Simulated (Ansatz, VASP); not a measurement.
Two plane-wave programs on CuGe3

Contents of INCAR:

```
SYSTEM = CuGe3
PREC = Accurate ; ENCUT = 520
EDIFF = 1E-6 ; ISMEAR = 0
SIGMA = 0.1 ; LREAL = .False.
LASPH = .True. ; NELM = 100
ALGO = Normal ; ISIF = 2
LWAVE = .False. ; LCHARG = .False.
GGA = PS ; NBANDS = 34
```

Contents of KPOINTS:

```
regular mesh
0
Gamma
  14 14 14
  0 0 0
```

POSCAR

```
CuGe3
1.0
   -2.1287440315      2.1287440315      4.6289870897
    2.1287440315     -2.1287440315      4.6289870897
    2.1287440315      2.1287440315     -4.6289870897
Cu Ge
1 3
Direct
    0.0000000000      0.0000000000      0.0000000000
    0.7500000000      0.2500000000      0.5000000000
    0.2500000000      0.7500000000      0.5000000000
    0.5000000000      0.5000000000      0.0000000000
```

Input for Ansatz:

```yaml
crystal:
  lattice:
    - [-2.1287440315, 2.1287440315, 4.6289870897]
    - [2.1287440315, -2.1287440315, 4.6289870897]
    - [2.1287440315, 2.1287440315, -4.6289870897]
  atoms:
    - { symbol: Cu, position: [0.0, 0.0, 0.0] }
    - { symbol: Ge, position: [0.75, 0.25, 0.5] }
    - { symbol: Ge, position: [0.25, 0.75, 0.5] }
    - { symbol: Ge, position: [0.5, 0.5, 0.0] }
basis:
  ecutwfc: 420
kpoints:
  mp_grid: { grid: [14, 14, 14] }
hamiltonian:
  xc: pbesol
scf:
  occupations: { method: gaussian, width: 0.1 }
output:
  forces: true
  stress: true
  eigenvalues: true
```

Alike in both runs: task single point; functional PBEsol; k mesh 14 × 14 × 14; occupations gaussian, width 0.1 eV; no spin polarisation.

|  | VASP | Ansatz |
| --- | --- | --- |
| version | VASP 6.6.1 | Ansatz 0.2.0 |
| potentials or method | VASP PAW PBE potentials, release 64 (Cu, Ge_d), cutoff 520 eV | scalar-relativistic, plane waves, PAW |
| valence electrons in the cell | 53 | 61 |

VASP gave:

| Quantity | Value |
| --- | --- |
| gap on the k mesh at the Fermi level (eV) | none |
| pressure (GPa) | -11.7 |
| traceless stress, the component that is largest in VASP (GPa) | -0.11 |

Question: Estimate Ansatz's values.

Answer: gap on the k mesh at the Fermi level (eV): none; pressure (GPa): -11.8; traceless stress, the component that is largest in VASP (GPa): -0.10.

VASP's potentials were made for PBE, not for PBEsol. A gap of «none» marks a metal or a gap that the smearing closes. VASP's potentials hold 53 valence electrons a cell and Ansatz's 61, so a difference there can come from the potentials and not from the codes.
